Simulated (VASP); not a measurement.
# Ta2N (P-3m1) in VASP: further runs

The runs below take Ta2N through single point, vibrations by perturbation theory, with PBEsol.

Program: VASP 6.6.1. These are calculated values, not measurements. Logs are shortened: lines on timing, memory, paths and dates and some standing lists are left out, and cuts for length are marked.

## (1) The cell of the first run

The structure is trigonal, space group P-3m1 (No. 164). The conventional cell has a = 3.113 Å, b = 3.113 Å, c = 4.870 Å, α = 90.00°, β = 90.00°, γ = 120.00°. Within 3.2 Å of Ta (site symmetry 3m) lie 3 N at 2.18 Å and 12 Ta at 2.99 to 3.11 Å. N (site symmetry -3m) has 6 Ta at 2.18 Å within 2.9 Å.

## (2) Single point, PBEsol

File POSCAR:

```
Ta2N
1.0
    3.1128615060      0.0000000000      0.0000000000
   -1.5564307530      2.6958171426      0.0000000000
    0.0000000000      0.0000000000      4.8698410000
Ta N
2 1
Direct
    0.3333333333      0.6666666667      0.2547110000
    0.6666666667      0.3333333333      0.7452890000
    0.0000000000      0.0000000000      0.0000000000
```

File INCAR.step1:

```
ALGO = Normal
EDIFF = 1E-7
ENCUT = 520
GGA = PS
ISIF = 2
ISMEAR = -1
LASPH = T
LCHARG = T
LMAXMIX = 4
LREAL = F
LWAVE = F
NBANDS = 20
NELM = 100
PREC = Accurate
SIGMA = 0.05
```

File KPOINTS.step1:

```
k-points
0
Gamma
  10 10 6
```

File INCAR.step2:

```
ALGO = Normal
EDIFF = 1E-7
ENCUT = 520
GGA = PS
ICHARG = 11
ISIF = 2
ISMEAR = -5
LASPH = T
LCHARG = F
LMAXMIX = 4
LORBIT = 11
LREAL = F
LWAVE = F
NBANDS = 20
NEDOS = 2001
NELM = 100
PREC = Accurate
SIGMA = 0.05
```

File KPOINTS.step2:

```
k-points
0
Gamma
  15 15 9
```

Potentials or basis: VASP PAW PBE potentials, release 64 (Ta_pv, N).

Started as:

```sh
$ cat potpaw_PBE.64/Ta_pv/POTCAR potpaw_PBE.64/N/POTCAR > POTCAR
$ cp INCAR.step1 INCAR
$ cp KPOINTS.step1 KPOINTS
$ mpirun -np 1 vasp_std > vasp.out
$ cp INCAR.step2 INCAR
$ cp KPOINTS.step2 KPOINTS
$ mpirun -np 1 vasp_std > vasp.out
```

OUTCAR:

```text
EDIFF = 1E-7
   ENCUT = 520
   GGA = PS
   ICHARG = 11
   ISIF = 2
   ISMEAR = -5
   LASPH = T
   LORBIT = 11
   LREAL = F
   NELM = 100
   PREC = Accurate

 ion  position               nearest neighbor table
   1  0.333  0.667  0.255-   3 2.18   3 2.18   3 2.18   2 2.99   2 2.99   2 2.99   2 3.06   2 3.06
                             2 3.06
   2  0.667  0.333  0.745-   3 2.18   3 2.18   3 2.18   1 2.99   1 2.99   1 2.99   1 3.06   1 3.06
                             1 3.06
   3  0.000  0.000  0.000-   1 2.18   2 2.18   1 2.18   2 2.18   2 2.18   1 2.18

  LATTYP: Found a hexagonal cell.
 ALAT       =     3.1128615060
 C/A-ratio  =     1.5644258476

  Lattice vectors:

 A1 = (   3.1128615060,   0.0000000000,   0.0000000000)
 A2 = (  -1.5564307530,   2.6958171426,   0.0000000000)
 A3 = (   0.0000000000,   0.0000000000,   4.8698410000)

Analysis of symmetry for initial positions (statically):
=====================================================================
 Subroutine PRICEL returns:
 Original cell was already a primitive cell.

 Routine SETGRP: Setting up the symmetry group for a
 hexagonal supercell.

 Subroutine GETGRP returns: Found 12 space group operations
 (whereof 12 operations were pure point group operations)
 out of a pool of 24 trial point group operations.

The static configuration has the point symmetry D_3d.

Analysis of symmetry for dynamics (positions and initial velocities):
=====================================================================
 Subroutine PRICEL returns:
 Original cell was already a primitive cell.

 Routine SETGRP: Setting up the symmetry group for a
 hexagonal supercell.

 Subroutine GETGRP returns: Found 12 space group operations
 (whereof 12 operations were pure point group operations)
 out of a pool of 24 trial point group operations.

The dynamic configuration has the point symmetry D_3d.

 Subroutine INISYM returns: Found 12 space group operations
 (whereof 12 operations are pure point group operations),
 and found     1 'primitive' translations

----------------------------------------------------------------------------------------

                                     Primitive cell

  volume of cell :      40.8663

  direct lattice vectors                    reciprocal lattice vectors
     3.112861506  0.000000000  0.000000000     0.321247829  0.185472520  0.000000000
    -1.556430753  2.695817143  0.000000000     0.000000000  0.370945041  0.000000000
     0.000000000  0.000000000  4.869841000     0.000000000  0.000000000  0.205345513

  length of vectors
     3.112861506  3.112861506  4.869841000     0.370945041  0.370945041  0.205345513

  position of ions in fractional coordinates (direct lattice)
     0.333333333  0.666666667  0.254711000
     0.666666667  0.333333333  0.745289000
     0.000000000  0.000000000  0.000000000

  ion indices of the primitive-cell ions
   primitive index   ion index
                 1           1
                 2           2
                 3           3

----------------------------------------------------------------------------------------

 KPOINTS: k-points

Automatic generation of k-mesh.
 Grid dimensions read from file:
 generate k-points for:   15   15    9

 Generating k-lattice:

  Cartesian coordinates                     Fractional coordinates (reciprocal lattice)
     0.021416522  0.012364835  0.000000000     0.066666667  0.000000000  0.000000000
     0.000000000  0.024729669  0.000000000     0.000000000  0.066666667  0.000000000
     0.000000000  0.000000000  0.022816168     0.000000000  0.000000000  0.111111111

  Length of vectors
     0.024729669  0.024729669  0.022816168

  Shift w.r.t. Gamma in fractional coordinates (k-lattice)
     0.000000000  0.000000000  0.000000000

 TETIRR: Found   2940 inequivalent tetrahedra from    12150

 Subroutine IBZKPT returns following result:
 ===========================================

 Found    211 irreducible k-points:

 Following reciprocal coordinates:
            Coordinates               Weight
  0.000000  0.000000  0.000000      1.000000
  0.066667  0.000000  0.000000      6.000000
  0.133333  0.000000  0.000000      6.000000
  0.200000  0.000000  0.000000      6.000000
  0.266667  0.000000  0.000000      6.000000
  0.333333 -0.000000  0.000000      6.000000
[... 16 lines left out ...]
  0.333333  0.200000  0.000000     12.000000
  0.400000  0.200000  0.000000      6.000000
 [... further k-points ...]
   k-points           NKPTS =    211   k-points in BZ     NKDIM =    211   number of bands    NBANDS=     20
   number of dos      NEDOS =   2001   number of ions     NIONS =      3
   total plane-waves  NPLWV =  20736
   dimension x,y,z NGX =    24 NGY =   24 NGZ =   36
   dimension x,y,z NGXF=    48 NGYF=   48 NGZF=   72
   ions per type =               2   1
   NGX,Y,Z   is equivalent  to a cutoff of  12.82, 12.82, 12.29 a.u.
   NGXF,Y,Z  is equivalent  to a cutoff of  25.63, 25.63, 24.58 a.u.
 SYSTEM =  unknown system
   PREC   = accura    normal or accurate (medium, high low for compatibility)
   ISTART =      0    job   : 0-new  1-cont  2-samecut
   ICHARG =     11    charge: 1-file 2-atom 10-const
   ISPIN  =      1    spin polarized calculation?
   LNONCOLLINEAR =      F non collinear calculations
   LSORBIT =      F    spin-orbit coupling
   LASPH  =      T    aspherical Exc in radial PAW
   ENCUT  =  520.0 eV  38.22 Ry    6.18 a.u.   5.79  5.79  9.05*2*pi/ulx,y,z
   NELM   =    100;   NELMIN=  2; NELMDL=  0     # of ELM steps
   EDIFF  = 0.1E-06   stopping-criterion for ELM
   LREAL  =      F    real-space projection
   EDIFFG = 0.1E-05   stopping-criterion for IOM
   NSW    =      0    number of steps for IOM
   IBRION =     -1    ionic relax: 0-MD 1-quasi-New 2-CG
   NFREE  =      0    steps in history (QN), initial steepest desc. (CG)
   ISIF   =      2    stress and relaxation
   ISYM   =      2    0-nonsym 1-usesym 2-fastsym
   POTIM  = 0.5000    time-step for ionic-motion
   TEBEG  =    0.0;   TEEND  =   0.0 temperature during run
   PSTRESS=    0.0 pullay stress
   NELECT =      27.0000    total number of electrons
   NUPDOWN=      -1.0000    fix difference up-down
   EMIN   =  10.00;   EMAX   =-10.00  energy-range for DOS
   EFERMI =   0.00;   METHOD = LEGACY
   ISMEAR =    -5;   SIGMA  =   0.05  broadening in eV -4-tet -1-fermi 0-gaus
   EFERMI_NEDOS =   21; number of points for ismear=-14 and -15
   IALGO  =     38    algorithm
   IMIX   =      4    mixing-type and parameters
     AMIX     =   0.40;   BMIX     =  1.00
     AMIX_MAG =   1.60;   BMIX_MAG =  1.00
  volume/ion in A,a.u.               =      13.62        91.93
  Fermi-wavevector in a.u.,A,eV,Ry     =   1.425852  2.694469 27.661374  2.033054
  Thomas-Fermi vector in A             =   2.546192
   LORBIT       =     11    0 simple, 1 ext, 2 COOP (PROOUT), +10 PAW based schemes
   GGA     = PS    functional components
   LHFCALC =     F    Hartree Fock is set to
   AEXX    =    0.0000 exact exchange contribution
   IVDW    =     0    specifies the selected vdW correction
   LEPSILON=     F    determine dielectric tensor
   LRPA    =     F    only Hartree local field effects (RPA)
 non-spin polarized calculation
 Fermi weights with tetrahedron method with Bloechl corrections
  energy-cutoff  :      520.00
  volume of cell :       40.87
 maximum number of plane-waves:      1115

 number of electron      26.9999996 magnetization

 Free energy of the ion-electron system (eV)
  ---------------------------------------------------
  ext. energy  EPLUGINS =         0.00000000
  ---------------------------------------------------
  free energy    TOTEN  =       -36.45978826 eV

  energy without entropy =      -36.45978826  energy(sigma->0) =      -36.45978826

 E-fermi :   7.2876     XC(G=0): -12.9755

 val. band max:        7.3671554741   @ k =   0.0000   0.2667   0.4444
 cond. band min:       7.2802318916   @ k =  -0.2000   0.4667   0.2222
 fundamental gap:     -0.0869235825
 Fermi energy:         7.2876203971

 k-point     1 :       0.0000    0.0000    0.0000
  band No.  band energies     occupation
      1     -28.3342      2.00000
      2     -27.6166      2.00000
      3     -27.6166      2.00000
      4     -27.4903      2.00000
      5     -27.4903      2.00000
      6     -27.3722      2.00000
[... 12 lines left out ...]
     19       8.4538      0.00000
     20      12.2329      0.00000

 k-point     2 :       0.0667    0.0000    0.0000
  band No.  band energies     occupation
      1     -28.3209      2.00000
      2     -27.6431      2.00000
      3     -27.6263      2.00000
      4     -27.5171      2.00000
      5     -27.4924      2.00000
      6     -27.3772      2.00000
[... 12 lines left out ...]
     19       8.7866      0.00000
     20      12.2511      0.00000

 k-point     3 :       0.1333    0.0000    0.0000
  band No.  band energies     occupation
      1     -28.2823      2.00000
      2     -27.7182      2.00000
      3     -27.6526      2.00000
      4     -27.5910      2.00000
      5     -27.4991      2.00000
      6     -27.3929      2.00000
[... 12 lines left out ...]
     19       9.7131      0.00000
     20      12.1240      0.00000

 k-point     4 :       0.2000    0.0000    0.0000
  band No.  band energies     occupation
      1     -28.2222      2.00000
      2     -27.8293      2.00000
      3     -27.6951      2.00000
      4     -27.6893      2.00000
      5     -27.5110      2.00000
      6     -27.4199      2.00000
[... 429 lines left out ...]
 k-point    23 :       0.3333    0.2000    0.0000
  band No.  band energies     occupation
      1     -28.1706      2.00000
      2     -27.9933      2.00000
      3     -27.8785      2.00000
      4     -27.8698      2.00000
      5     -27.6928      2.00000
      6     -27.6257      2.00000
[... 12 lines left out ...]
     19      11.8483      0.00000
     20      13.1028      0.00000

 k-point    24 :       0.4000    0.2000    0.0000
  band No.  band energies     occupation
      1     -28.1894      2.00000
      2     -27.9811      2.00000
      3     -27.9032      2.00000
      4     -27.8439      2.00000
      5     -27.7009      2.00000
      6     -27.6545      2.00000
[... 12 lines left out ...]
     19      11.5310      0.00000
     20      13.3290      0.00000

 [... further k-points ...]

------------------------ aborting loop because EDIFF is reached ----------------------------------------

  FORCE on cell =-STRESS in cart. coord.  units (eV):
  Direction    XX          YY          ZZ          XY          YZ          ZX
  --------------------------------------------------------------------------------------
  -------------------------------------------------------------------------------------
  Total       -2.2764061     -2.2764061     -2.1729888      0.0000000      0.0000000      0.0000000
  in kB      -89.2473482    -89.2473482    -85.1928332      0.0000000      0.0000000      0.0000000
  external PRESSURE =     -87.8958432 kB  Pullay stress =       0.0000000 kB

 VOLUME and BASIS-vectors are now :
 -----------------------------------------------------------------------------
  energy-cutoff  :      520.00
  volume of cell :       40.87
      direct lattice vectors                 reciprocal lattice vectors
     3.112861506  0.000000000  0.000000000     0.321247829  0.185472520  0.000000000
    -1.556430753  2.695817143  0.000000000     0.000000000  0.370945041  0.000000000
     0.000000000  0.000000000  4.869841000     0.000000000  0.000000000  0.205345513

 POSITION                                       TOTAL-FORCE (eV/Angst)
 -----------------------------------------------------------------------------------
     -0.00000      1.79721      1.24040         0.000000     -0.000000     -0.284517
      1.55643      0.89861      3.62944        -0.000000      0.000000      0.284517
      0.00000      0.00000      0.00000        -0.000000      0.000000      0.000000
 -----------------------------------------------------------------------------------
    total drift:                               -0.000000      0.000000      0.000000

  FREE ENERGIE OF THE ION-ELECTRON SYSTEM (eV)
  ---------------------------------------------------
  free  energy   TOTEN  =       -36.4597882555 eV

  energy  without entropy=      -36.4597882555  energy(sigma->0) =      -36.45978826

 total charge

# of ion       s       p       d       tot
------------------------------------------
    1        0.311   6.220   2.350   8.881
    2        0.311   6.220   2.350   8.881
    3        1.236   2.490   0.000   3.726
--------------------------------------------------
tot          1.858  14.929   4.701  21.488
```

It took 2.6 min on 1 thread of Intel Xeon 8259CL, shared host; peak memory 0.27 GiB.

What came out:

```yaml
Valence_electrons_inside_the_program's_atomic_spheres: Ta 8.88; N 3.73
```

Levels at points of the mesh, in eV from the Fermi level:
| k point | band 12 | band 13 | band 14 | band 15 | band 16 | band 17 |
| --- | --- | --- | --- | --- | --- | --- |
| (0.00, 0.00, 0.00) | -0.66 | -0.24 | -0.24 | 0.27 | 0.27 | 0.32 |

Caveat: the PAW data sets were made with another functional, which shifts forces and pressure a little; spin-orbit coupling is left out, which moves the levels of the heavy elements; tetrahedron occupations give inexact forces and stress in metals.

## (3) Vibrations by perturbation theory, PBEsol

File INCAR:

```
SYSTEM = Ta2N
PREC = Accurate ; ENCUT = 520
EDIFF = 1E-8 ; ISMEAR = -1
SIGMA = 0.05 ; LREAL = .False.
LASPH = .True. ; NELM = 60
ALGO = Normal ; ISIF = 2
LWAVE = .False. ; LCHARG = .False.
GGA = PS ; NBANDS = 20
IBRION = 8 ; NSW = 1
```

File KPOINTS:

```
regular mesh
0
Gamma
  10 10 6
  0 0 0
```

POSCAR is that of step 2.

Potentials or basis: VASP PAW PBE potentials, release 64 (Ta_pv, N).

Started as:

```sh
$ cat potpaw_PBE.64/Ta_pv/POTCAR potpaw_PBE.64/N/POTCAR > POTCAR
$ mpirun -np 1 vasp_std > vasp.out
```

OUTCAR:

```text
SYSTEM = Ta2N
   PREC = Accurate
   ENCUT = 520
   EDIFF = 1E-8
   ISMEAR = -1
   LREAL = .False.
   LASPH = .True.
   NELM = 60
   ISIF = 2
   GGA = PS
   IBRION = 8
   NSW = 1

 ion  position               nearest neighbor table
   1  0.333  0.667  0.255-   3 2.18   3 2.18   3 2.18   2 2.99   2 2.99   2 2.99   2 3.06   2 3.06
                             2 3.06
   2  0.667  0.333  0.745-   3 2.18   3 2.18   3 2.18   1 2.99   1 2.99   1 2.99   1 3.06   1 3.06
                             1 3.06
   3  0.000  0.000  0.000-   1 2.18   2 2.18   1 2.18   2 2.18   2 2.18   1 2.18

  LATTYP: Found a hexagonal cell.
 ALAT       =     3.1128615060
 C/A-ratio  =     1.5644258476

  Lattice vectors:

 A1 = (   3.1128615060,   0.0000000000,   0.0000000000)
 A2 = (  -1.5564307530,   2.6958171426,   0.0000000000)
 A3 = (   0.0000000000,   0.0000000000,   4.8698410000)

[... 800 lines left out ...]
  x     0.00000     0.00000     0.00000     0.00000     0.00000     0.00000
  y     0.00000     0.00000     0.00000     0.00000     0.00000     0.00000
  z     0.00000     0.00000     0.00000     0.00000     0.00000     0.00000

 SECOND DERIVATIVES (NOT SYMMETRIZED)
 ------------------------------------
               1X          1Y          1Z          2X          2Y          2Z          3X          3Y          3Z
  1X    -5.141572    0.000000    0.000000   -0.925739    0.000000    0.000000    6.067310    0.000000    0.000000
  1Y     0.000000   -5.141572    0.000000    0.000000   -0.925739   -0.000000    0.000000    6.067310    0.000000
  1Z    -0.000000    0.000000  -12.496545    0.000000    0.000000    5.304383    0.000000    0.000000    7.192162
  2X    -0.925739    0.000000    0.000000   -5.141572    0.000000    0.000000    6.067310    0.000000    0.000000
  2Y     0.000000   -0.925739   -0.000000    0.000000   -5.141572    0.000000    0.000000    6.067310    0.000000
  2Z     0.000000    0.000000    5.304383   -0.000000    0.000000  -12.496545    0.000000    0.000000    7.192162
  3X     6.081494    0.000000    0.000000    6.081494    0.000000    0.000000  -12.162989    0.000000    0.000000
  3Y     0.000000    6.081494    0.000000    0.000000    6.081494    0.000000    0.000000  -12.162989    0.000000
  3Z    -0.000000    0.000000    7.221218    0.000000    0.000000    7.221218    0.000000    0.000000  -14.442436

 Eigenvectors and eigenvalues of the dynamical matrix
 ----------------------------------------------------

   1 f  =   16.180854 THz   101.667305 2PiTHz  539.735196 cm-1    66.918605 meV
             X         Y         Z           dx          dy          dz
     -0.000000  1.797211  1.240402     0.000000   -0.000000   -0.136203
      1.556431  0.898606  3.629439     0.000000   -0.000000   -0.136203
      0.000000  0.000000  0.000000    -0.000000    0.000000    0.981273
[... 43 lines left out ...]
   9 f/i=    0.006165 THz     0.038738 2PiTHz    0.205655 cm-1     0.025498 meV
             X         Y         Z           dx          dy          dz
     -0.000000  1.797211  1.240402    -0.000000    0.000000    0.693865
      1.556431  0.898606  3.629439    -0.000000    0.000000    0.693865
      0.000000  0.000000  0.000000    -0.000000    0.000000    0.192621

--------------------------------------------------------------------------------------------------------

 ELASTIC MODULI CONTR FROM IONIC RELAXATION (kBar)
 Direction    XX          YY          ZZ          XY          YZ          ZX
 --------------------------------------------------------------------------------
 XX        -406.6795   -387.3673     90.0841      0.0000    -28.2862      0.0000
 YY        -387.3673   -406.6795     90.0841     -0.0000     28.2862     -0.0000
 ZZ          90.0841     90.0841    -20.4400      0.0000     -0.0000      0.0000
 XY           0.0000     -0.0000      0.0000     -9.6561      0.0000    -73.2120
 YZ         -28.2862     28.2862     -0.0000      0.0000    -82.8604      0.0000
 ZX           0.0000     -0.0000      0.0000    -73.2120      0.0000   -555.0872
 --------------------------------------------------------------------------------
```

Run time: 19 min. Hardware: 1 thread of Intel Xeon 8259CL, shared host; peak memory 0.57 GiB.

Results:

* Highest phonon frequency at Γ: 540 cm⁻¹

Phonon frequencies in cm⁻¹ (negative: imaginary):
```tsv
q point	frequencies
(0.000, 0.000, 0.000)	0 0 0 80 80 164 495 495 540
```

Caveat: the cell stands under pressure or tension, which shifts response properties; the PAW data sets were made with another functional, which shifts forces and pressure a little; spin-orbit coupling is left out, which moves the levels of the heavy elements.
